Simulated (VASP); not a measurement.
## Zr: single point with LDA

Zr:

```xyz
2
Lattice="3.2103 0.0000 0.0000 -1.6052 2.7802 0.0000 0.0000 0.0000 5.1125" Properties=species:S:1:pos:R:3 pbc="T T T"
Zr    0.0000    1.8535    1.2781
Zr    1.6052    0.9267    3.8343
```

- Program: VASP 6.6.1
- Task: single point
- Functional: LDA
- Potentials or basis: VASP PAW LDA potentials, release 64 (Zr_sv)
- Cutoff: 520 eV
- k mesh: 13 × 13 × 7
- Occupations: fermi-dirac, width 0.03 eV
- Spin: no spin polarisation

* Pressure: -4.3 GPa
* Band gap on the k mesh: zero (bands 12 and 13 overlap by 1.16 eV)

Stress tensor (GPa, compression positive):
```
-4.59  0.00  0.00
 0.00 -4.59  0.00
 0.00  0.00 -3.67
```

Levels at points of the mesh, in eV from the Fermi level:
| k point | band 10 | band 11 | band 12 | band 13 | band 14 | band 15 |
| --- | --- | --- | --- | --- | --- | --- |
| (0.00, 0.00, 0.00) | -3.11 | 0.81 | 0.81 | 0.97 | 1.32 | 1.52 |

Wall time 21 s on 1 thread of Intel(R) Xeon(R) 6975P-C (Granite Rapids), with other jobs on the host, peak memory 0.18 GiB.

Caveat: the cell stands under tension.
